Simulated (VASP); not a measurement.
Here is a VASP 6.6.1 calculation.

Contents of INCAR:

```
SYSTEM = KF
PREC     = Accurate       ! precision mode
ENCUT    = 600            ! plane-wave cutoff, eV
EDIFF    = 1E-6           ! SCF threshold, eV
ISMEAR   = -1             ! smearing method
SIGMA    = 0.05           ! smearing width, eV
LREAL    = .False.        ! projectors in reciprocal space
LASPH    = .True.         ! aspherical terms in the spheres
NELM     = 100            ! most SCF steps
ALGO     = Normal         ! electronic algorithm
ISIF     = 3              ! what is computed and relaxed
LWAVE    = .False.        ! write WAVECAR
LCHARG   = .False.        ! write CHGCAR
GGA      = PE             ! functional
IBRION   = 2              ! ionic algorithm
NSW      = 60             ! ionic steps
EDIFFG   = -0.005         ! ionic threshold
PSTRESS  = 77.0
```

The input KPOINTS:

```
regular mesh
0
Gamma
  16 16 16
  0 0 0
```

File POSCAR:

```
KF
1.0
    0.0000000000      2.5577971780      2.5577971780
    2.5577971780      0.0000000000      2.5577971780
    2.5577971780      2.5577971780      0.0000000000
K F
1 1
Direct
    0.0000000000      0.0000000000      0.0000000000
    0.5000000000      0.5000000000      0.5000000000
```

Potentials or basis: VASP PAW PBE potentials, release 64 (K_sv, F).

Command:

```bash
$ cat potpaw_PBE.64/K_sv/POTCAR potpaw_PBE.64/F/POTCAR > POTCAR
$ mpirun -np 1 vasp_std > vasp.out
```

(1) Predict the space group after relaxing (to 0.1 Å).

(2) What does it give for the band gap on the k mesh?

Answers

(1) Fm-3m (No. 225).

(2) 6.90 eV.

Caveat: the cell is relaxed towards a set pressure, so the run minimises the enthalpy, not the energy.
